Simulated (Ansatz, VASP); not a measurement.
## GaP in VASP and in Ansatz

```xyz
2
Lattice="0.0000 2.6979 2.6979 2.6979 0.0000 2.6979 2.6979 2.6979 0.0000" Properties=species:S:1:pos:R:3 pbc="T T T"
Ga    0.0000    0.0000    0.0000
P     1.3489    1.3489    1.3489
```

Alike in both runs: task single point; functional r2SCAN; k mesh 6 × 6 × 6; no spin polarisation.

|  | VASP | Ansatz |
| --- | --- | --- |
| version | VASP 6.6.1 | Ansatz 0.2.0 |
| potentials or method | VASP PAW PBE potentials, release 64 (Ga_d, P) | plane waves, PAW |
| plane-wave cutoff (eV) | 550 | 500 |
| occupations | gaussian, width 0.01 eV | fixed |
| valence electrons in the cell | 18 | 18 |

|  | VASP | Ansatz | Ansatz less VASP |
| --- | --- | --- | --- |
| gap on the k mesh at the Fermi level (eV) | 1.85 | 1.84 | -0.004 |
| pressure (GPa) | 2.9 | 2.9 | +0.06 |

VASP's potentials were made for PBE, not for r2SCAN.
